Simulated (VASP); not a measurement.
# BiP in VASP: further runs

BiP is run at these levels: PBE; tasks: single point.

All numbers are computed with VASP 6.6.1; they aren't measurements. Logs are shortened: lines on timing, memory, paths and dates and some standing lists are left out, and cuts for length are marked.

**1. The cell of the first run**

The typed cell holds 4 atoms: a = 4.431 Å, b = 4.833 Å, c = 4.833 Å, α = 107.19°, β = 90.00°, γ = 90.00°.

**2. Single point, PBE**

File INCAR:

```
SYSTEM = BiP
ALGO = Normal ; EDIFF = 1E-6
ENCUT = 520 ; GGA = PE
ISIF = 2 ; ISMEAR = 0
LASPH = .True. ; LCHARG = .True.
LELF = .True. ; LREAL = .False.
LVHAR = .True. ; LWAVE = .False.
NBANDS = 28 ; NELM = 80
PREC = Accurate ; SIGMA = 0.1
```

File KPOINTS:

```
k-points
0
Gamma
  4 4 4
  0 0 0
```

File POSCAR:

```
BiP
1.0
    4.4314775427      0.0000000000      0.0000000000
    0.0000000000      3.8896123246      2.8682360897
    0.0000000000     -3.8896123246      2.8682360897
Bi P
2 2
Direct
    0.7500000000      0.4061687042      1.1212317110
    0.2500000000      1.1212317110      0.4061687042
    0.2500000000      0.6987547697      0.8295254240
    0.7500000000      0.8295254240      0.6987547697
```

Potentials or basis: VASP PAW PBE potentials, release 64 (Bi_d, P).

Command:

```bash
> cat potpaw_PBE.64/Bi_d/POTCAR potpaw_PBE.64/P/POTCAR > POTCAR
> mpirun -np 1 vasp_std > vasp.out
```

OUTCAR:

```text
SYSTEM = BiP
   EDIFF = 1E-6
   ENCUT = 520
   GGA = PE
   ISIF = 2
   ISMEAR = 0
   LASPH = .True.
   LREAL = .False.
   NELM = 80
   PREC = Accurate

 ion  position               nearest neighbor table
   1  0.750  0.406  0.121-   4 2.93   4 2.93   2 3.13   2 3.13   3 3.17   3 3.17   4 3.29
   2  0.250  0.121  0.406-   3 2.93   3 2.93   1 3.13   1 3.13   4 3.17   4 3.17   3 3.29
   3  0.250  0.699  0.830-   4 2.44   4 2.44   2 2.93   2 2.93   1 3.17   1 3.17   2 3.29
   4  0.750  0.830  0.699-   3 2.44   3 2.44   1 2.93   1 2.93   2 3.17   2 3.17   1 3.29

  LATTYP: Found a base centered orthorhombic cell.
 ALAT       =     5.7364721794
 B/A-ratio  =     1.3560990807
 C/A-ratio  =     0.7725092015

  Lattice vectors:

 A1 = (   0.0000000000,   3.8896123246,   2.8682360897)
 A2 = (   0.0000000000,  -3.8896123246,   2.8682360897)
 A3 = (   4.4314775427,   0.0000000000,   0.0000000000)

Analysis of symmetry for initial positions (statically):
=====================================================================
 Subroutine PRICEL returns:
 Original cell was already a primitive cell.

 Routine SETGRP: Setting up the symmetry group for a
 base centered orthorhombic supercell.

 Subroutine GETGRP returns: Found  4 space group operations
 (whereof  2 operations were pure point group operations)
 out of a pool of  8 trial point group operations.

The static configuration has the point symmetry C_2 .
 The point group associated with its full space group is C_2v.

Analysis of symmetry for dynamics (positions and initial velocities):
=====================================================================
 Subroutine PRICEL returns:
 Original cell was already a primitive cell.

 Routine SETGRP: Setting up the symmetry group for a
 base centered orthorhombic supercell.

 Subroutine GETGRP returns: Found  4 space group operations
 (whereof  2 operations were pure point group operations)
 out of a pool of  8 trial point group operations.

The dynamic configuration has the point symmetry C_2 .
 The point group associated with its full space group is C_2v.

 Subroutine INISYM returns: Found  4 space group operations
 (whereof  2 operations are pure point group operations),
 and found     1 'primitive' translations

----------------------------------------------------------------------------------------

                                     Primitive cell

  volume of cell :      98.8780

[... 88 lines left out ...]
   EDIFF  = 0.1E-05   stopping-criterion for ELM
   LREAL  =      F    real-space projection
   EDIFFG = 0.1E-04   stopping-criterion for IOM
   NSW    =      0    number of steps for IOM
   IBRION =     -1    ionic relax: 0-MD 1-quasi-New 2-CG
   NFREE  =      0    steps in history (QN), initial steepest desc. (CG)
   ISIF   =      2    stress and relaxation
   ISYM   =      2    0-nonsym 1-usesym 2-fastsym
   POTIM  = 0.5000    time-step for ionic-motion
   TEBEG  =    0.0;   TEEND  =   0.0 temperature during run
   PSTRESS=    0.0 pullay stress
   NELECT =      40.0000    total number of electrons
   NUPDOWN=      -1.0000    fix difference up-down
   EMIN   =  10.00;   EMAX   =-10.00  energy-range for DOS
   EFERMI =   0.00;   METHOD = LEGACY
   ISMEAR =     0;   SIGMA  =   0.10  broadening in eV -4-tet -1-fermi 0-gaus
   EFERMI_NEDOS =   21; number of points for ismear=-14 and -15
   IALGO  =     38    algorithm
   IMIX   =      4    mixing-type and parameters
     AMIX     =   0.40;   BMIX     =  1.00
     AMIX_MAG =   1.60;   BMIX_MAG =  1.00
  volume/ion in A,a.u.               =      24.72       166.82
  Fermi-wavevector in a.u.,A,eV,Ry     =   1.210770  2.288023 19.945644  1.465963
  Thomas-Fermi vector in A             =   2.346306
   LORBIT       =      0    0 simple, 1 ext, 2 COOP (PROOUT), +10 PAW based schemes
   GGA     = PE    functional components
   LHFCALC =     F    Hartree Fock is set to
   AEXX    =    0.0000 exact exchange contribution
   IVDW    =     0    specifies the selected vdW correction
   LEPSILON=     F    determine dielectric tensor
   LRPA    =     F    only Hartree local field effects (RPA)
 non-spin polarized calculation
 Gauss-broadening in eV      SIGMA  =   0.10
  energy-cutoff  :      520.00
  volume of cell :       98.88
 maximum number of plane-waves:      2677
 NGX is ok and might be reduce to    36
   NGX = 17   NGY = 17   NGZ = 17

 number of electron      39.9999997 magnetization

 Free energy of the ion-electron system (eV)
  ---------------------------------------------------
  ext. energy  EPLUGINS =         0.00000000
  ---------------------------------------------------
  free energy    TOTEN  =       -17.61944751 eV

  energy without entropy =      -17.61221302  energy(sigma->0) =      -17.61583026

 E-fermi :   7.4982     XC(G=0): -10.2162

 val. band max:        7.2430445818   @ k =   0.0000   0.5000   0.5000
 cond. band min:       7.5501474634   @ k =   0.0000   0.5000   0.2500
 fundamental gap:      0.3071028816
 Fermi energy:         7.4982433469

 k-point     1 :       0.0000    0.0000    0.0000
  band No.  band energies     occupation
      1     -15.6901      2.00000
      2     -15.6104      2.00000
      3     -15.5962      2.00000
      4     -15.5703      2.00000
      5     -15.5568      2.00000
      6     -15.5283      2.00000
[... 640 lines left out ...]
     27      13.9751      0.00000
     28      13.9751      0.00000

------------------------ aborting loop because EDIFF is reached ----------------------------------------

  FORCE on cell =-STRESS in cart. coord.  units (eV):
  Direction    XX          YY          ZZ          XY          YZ          ZX
  --------------------------------------------------------------------------------------
  -------------------------------------------------------------------------------------
  Total       -0.1873619     -0.1081116     -0.0516950      0.0000000      0.0000000      0.0000000
  in kB       -3.0359325     -1.7517937     -0.8376439      0.0000000      0.0000000      0.0000000
  external PRESSURE =      -1.8751234 kB  Pullay stress =       0.0000000 kB

 VOLUME and BASIS-vectors are now :
 -----------------------------------------------------------------------------
  energy-cutoff  :      520.00
  volume of cell :       98.88
      direct lattice vectors                 reciprocal lattice vectors
     4.431477543  0.000000000  0.000000000     0.225658370  0.000000000  0.000000000
     0.000000000  3.889612325  2.868236090     0.000000000  0.128547515  0.174323167
     0.000000000 -3.889612325  2.868236090     0.000000000 -0.128547515  0.174323167

 POSITION                                       TOTAL-FORCE (eV/Angst)
 -----------------------------------------------------------------------------------
      3.32361      1.10829      1.51271         0.000000     -0.002370      0.004347
      1.10787     -1.10829      1.51271         0.000000      0.002370      0.004347
      1.10787     -0.50865      4.38347         0.000000      0.033438     -0.004347
      3.32361      0.50865      4.38347         0.000000     -0.033438     -0.004347
 -----------------------------------------------------------------------------------
    total drift:                                0.000000      0.000000      0.000034

  FREE ENERGIE OF THE ION-ELECTRON SYSTEM (eV)
  ---------------------------------------------------
  free  energy   TOTEN  =       -17.6194475110 eV

  energy  without entropy=      -17.6122130150  energy(sigma->0) =      -17.61583026
```

OSZICAR:

```text
N       E                     dE             d eps       ncg     rms          rms(c)
DAV:   1     0.393763307301E+03    0.39376E+03   -0.19933E+04  1176   0.159E+03
DAV:   2     0.231124734255E+02   -0.37065E+03   -0.36108E+03  1188   0.426E+02
DAV:   3    -0.163233721937E+02   -0.39436E+02   -0.38745E+02  1528   0.148E+02
DAV:   4    -0.178597507428E+02   -0.15364E+01   -0.15309E+01  1368   0.298E+01
DAV:   5    -0.179285717029E+02   -0.68821E-01   -0.68810E-01  1624   0.641E+00    0.523E+00
DAV:   6    -0.176144328508E+02    0.31414E+00   -0.10279E+00  1524   0.488E+00    0.303E+00
DAV:   7    -0.176211619539E+02   -0.67291E-02   -0.17127E-01  1468   0.160E+00    0.140E+00
DAV:   8    -0.176197304699E+02    0.14315E-02   -0.17277E-02  1356   0.817E-01    0.295E-01
DAV:   9    -0.176193812015E+02    0.34927E-03   -0.43005E-03  1332   0.336E-01    0.144E-01
DAV:  10    -0.176194250593E+02   -0.43858E-04   -0.56067E-04  1564   0.105E-01    0.771E-02
DAV:  11    -0.176194522047E+02   -0.27145E-04   -0.14108E-04  1408   0.874E-02    0.117E-02
DAV:  12    -0.176194482540E+02    0.39507E-05   -0.22402E-05  1352   0.310E-02    0.132E-02
DAV:  13    -0.176194475110E+02    0.74302E-06   -0.47002E-06  1208   0.132E-02
   1 F= -.17619448E+02 E0= -.17615830E+02  d E =-.723450E-02
```

Wall time 30 s (1 thread of Intel Xeon Platinum 8488C (Sapphire Rapids), shared host); peak memory 0.21 GiB.

What came out:

| Quantity | Value |
| --- | --- |
| Free energy | -17.6194 eV |
| Pressure | -0.2 GPa |
| Largest force | 0.034 eV/Å |
| Band gap on the k mesh | zero (band 20 reaches 8.07 eV, above the bottom of band 21 at 6.76 eV) |

Forces in eV/Å, atoms in the order of the input:
```
Bi   0.000 -0.002  0.004
Bi   0.000  0.002  0.004
P    0.000  0.033 -0.004
P    0.000 -0.033 -0.004
```

Caveat: spin-orbit coupling is left out, which moves the levels of the heavy elements.

**3. Single point, PBE**

This run uses another cell than the first one, of 29.55 Å³/atom, 1.196 times its volume.

File INCAR:

```
ALGO = Normal
EDIFF = 1E-7
ENCUT = 520
GGA = PE
ISIF = 2
ISMEAR = 0
LASPH = True
LCHARG = False
LREAL = False
LWAVE = False
NBANDS = 28
NELM = 100
PREC = Accurate
SIGMA = 0.1
```

File KPOINTS:

```
k-points
0
Gamma
  4 4 4
```

File POSCAR:

```
BiP
1.0
    2.3831056056     -5.5508831419      0.0000000000
    2.3831056056      5.5508831419      0.0000000000
    0.0000000000      0.0000000000      4.4681703288
Bi P
2 2
Direct
    0.7590477351      0.2409522649      0.7500000000
    0.2409522649      0.7590477351      0.2500000000
    0.5187422145      0.4812577855      0.7500000000
    0.4812577855      0.5187422145      0.2500000000
```

Potentials or basis: VASP PAW PBE potentials, release 64 (Bi_d, P).

Command:

```bash
> cat potpaw_PBE.64/Bi_d/POTCAR potpaw_PBE.64/P/POTCAR > POTCAR
> mpirun -np 1 vasp_std > vasp.out
```

It took 60 s on 1 thread of Intel Xeon Platinum 8488C (Sapphire Rapids), shared host; peak memory 0.28 GiB.

It converged, with:

* Free energy: -17.4719 eV
* Pressure: 0.0 GPa
* Largest force: 0.017 eV/Å
* Band gap on the k mesh: zero (band 20 reaches 5.14 eV, above the bottom of band 21 at 4.92 eV)

Forces in eV/Å, atoms in the order of the input:
```
Bi   0.000  0.017  0.000
Bi   0.000 -0.017  0.000
P    0.000 -0.004  0.000
P    0.000  0.004  0.000
```

Stress tensor (GPa, compression positive):
```
 0.15  0.00  0.00
 0.00 -0.14  0.00
 0.00  0.00  0.09
```

Levels at points of the mesh, in eV from the Fermi level:
| k point | band 18 | band 19 | band 20 | band 21 | band 22 | band 23 |
| --- | --- | --- | --- | --- | --- | --- |
| (0.00, 0.00, 0.00) | -2.53 | -1.40 | -0.99 | 2.29 | 2.85 | 2.92 |
| (0.50, 0.00, 0.00) | -1.46 | -0.21 | -0.02 | 0.46 | 0.61 | 1.80 |
| (0.50, 0.50, 0.00) | -1.94 | -1.87 | -0.89 | 1.70 | 2.52 | 2.97 |
| (0.00, 0.00, 0.50) | -1.03 | -0.34 | -0.34 | -0.21 | -0.21 | 2.60 |
| (0.50, 0.00, 0.50) | -2.89 | -0.82 | -0.82 | 2.44 | 2.44 | 2.91 |
| (0.50, 0.50, 0.50) | -1.72 | -0.20 | -0.20 | 1.09 | 1.09 | 1.38 |

Caveat: spin-orbit coupling is left out, which moves the levels of the heavy elements.
